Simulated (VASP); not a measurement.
Ag, 1 atom in the cell. Symmetry: Fm-3m, No. 225, cubic system. Conventional cell: a = 3.803 Å, b = 3.803 Å, c = 3.803 Å, α = 90.00°, β = 90.00°, γ = 90.00°. Within 3.5 Å of Ag (site symmetry m-3m) lie 12 Ag at 2.69 Å. 

```yaml
Program: VASP 6.6.1
Task: single point
Functional: r2SCAN
Potentials_or_basis: VASP PAW PBE potentials, release 64 (Ag)
Cutoff: 550 eV
k_mesh: 11 × 11 × 11
Occupations: fermi-dirac, width 0.05 eV
Spin: no spin polarisation
Dipole_correction: no
Further_INCAR_settings: ALGO = Normal; EDIFF = 1e-06; NBANDS = 12
```

Potentials or basis: VASP PAW PBE potentials, release 64 (Ag).

Launch:

```sh
$ cat potpaw_PBE.64/Ag/POTCAR > POTCAR
$ cp INCAR.step1 INCAR
$ mpirun -np 1 vasp_std > vasp.out
$ cp INCAR.step2 INCAR
$ mpirun -np 1 vasp_std > vasp.out
```

Hardware: 1 thread of Intel(R) Xeon(R) 6975P-C (Granite Rapids), with other jobs on the host.

Q: How long does it take, and how much memory?

A: It took 14 s on 1 thread of Intel(R) Xeon(R) 6975P-C (Granite Rapids), on a shared host, peak memory 0.15 GiB. Counts: k points 56.
